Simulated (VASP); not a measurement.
Write the native input for VASP 6.6.1 that does the following.

```
Task                   : relaxation of cell and atoms
Functional             : LDA
Potentials or basis    : VASP PAW LDA potentials, release 64 (Y_sv)
Cutoff                 : 600 eV
k mesh                 : 8 × 8 × 5
Occupations            : fermi-dirac, width 0.1 eV
Spin                   : no spin polarisation
Dipole correction      : no
Further INCAR settings : ALGO = Normal; EDIFF = 1e-06; IBRION = 2; EDIFFG = -0.02; NSW = 80; ISIF = 3
```

The structure of Y lies in POSCAR:

```
Y
1.0
    3.6474000000      0.0000000000      0.0000000000
   -1.8237000000      3.1587410600      0.0000000000
    0.0000000000      0.0000000000      5.7306000000
Y
2
Direct
    0.3333333328      0.6666666656      0.2500000000
    0.6666666672      0.3333333344      0.7500000000
```

The input as run:

INCAR

```
PREC = Accurate ; ENCUT = 600
EDIFF = 1E-6 ; ISMEAR = -1
SIGMA = 0.1 ; LREAL = False
LASPH = True ; NELM = 60
ALGO = Normal ; ISIF = 3
LWAVE = False ; LCHARG = False
GGA = CA ; IBRION = 2
NSW = 80 ; EDIFFG = -0.02
```

KPOINTS

```
Automatic mesh
0
Gamma
  8 8 5
```

Potentials or basis: VASP PAW LDA potentials, release 64 (Y_sv).

Launch:

```sh
$ cat potpaw_LDA.64/Y_sv/POTCAR > POTCAR
$ mpirun -np 1 vasp_std > vasp.out
```

It gave:

```json
{"Relaxed volume": "29.88 Å³/atom", "Relaxed cell": "a = 3.532 Å, b = 3.532 Å, c = 5.531 Å, α = 90.00°, β = 90.00°, γ = 120.00°", "Space group after relaxing (to 0.1 Å)": "P6_3/mmc (No. 194)", "Energy gained by relaxing": "39.7 meV/atom", "Ionic steps": "3", "Pressure after relaxing": "0.0 GPa", "Band gap on the k mesh": "zero (bands 11 and 12 overlap by 1.69 eV)"}
```

Wall time 2.3 min on 1 thread of Intel Xeon 8259CL, on a shared host, peak memory 0.2 GiB.
